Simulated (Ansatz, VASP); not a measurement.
**HfO2: VASP beside Ansatz**

INCAR

```
SYSTEM = HfO2
PREC = Accurate ; ENCUT = 520
EDIFF = 1E-6 ; ISMEAR = 0
SIGMA = 0.02 ; LREAL = .FALSE.
LASPH = .TRUE. ; NELM = 100
ALGO = Normal ; ISIF = 2
LWAVE = .FALSE. ; LCHARG = .FALSE.
GGA = PE ; NBANDS = 18
```

The input KPOINTS:

```
Automatic mesh
0
G
  8 8 8
  0 0 0
```

Contents of POSCAR:

```
HfO2
1.0
    0.0000000000      2.5740431025      2.5740431025
    2.5740431025      0.0000000000      2.5740431025
    2.5740431025      2.5740431025      0.0000000000
Hf O
1 2
Direct
    0.0000000000      0.0000000000      0.0000000000
    0.2500000000      0.2500000000      0.2500000000
    0.7500000000      0.7500000000      0.7500000000
```

Input for Ansatz:

```yaml
crystal:
  lattice:
    - [0.0, 2.5740431033, 2.5740431033]
    - [2.5740431033, 0.0, 2.5740431033]
    - [2.5740431033, 2.5740431033, 0.0]
  atoms:
    - { symbol: Hf, position: [0.0, 0.0, 0.0] }
    - { symbol: O, position: [0.25, 0.25, 0.25] }
    - { symbol: O, position: [0.75, 0.75, 0.75] }
basis:
  ecutwfc: 420
kpoints:
  mp_grid: { grid: [8, 8, 8] }
hamiltonian:
  xc: pbe
scf:
  occupations: { method: gaussian, width: 0.02 }
output:
  forces: true
  stress: true
  eigenvalues: true
```

Alike in both runs: task single point; functional PBE; k mesh 8 × 8 × 8; occupations gaussian, width 0.02 eV; no spin polarisation.

```csv
,VASP,Ansatz
version,VASP 6.6.1,Ansatz 0.2.0
potentials or method,"VASP PAW PBE potentials, release 64 (Hf_pv, O), cutoff 520 eV","scalar-relativistic, plane waves, PAW"
valence electrons in the cell,22,38
```

|  | VASP | Ansatz | Ansatz less VASP |
| --- | --- | --- | --- |
| gap on the k mesh at the Fermi level (eV) | 3.68 | 3.67 | -0.002 |
| least direct gap on the mesh (eV) | 3.68 | 3.67 | -0.002 |
| pressure (GPa) | -10.2 | -6.8 | +3.37 |

With one functional, cell and mesh, what is left measures potentials, basis and numerics. VASP's potentials hold 22 valence electrons a cell and Ansatz's 38, so a difference there can come from the potentials and not from the codes.

Neither program's run includes spin-orbit coupling.
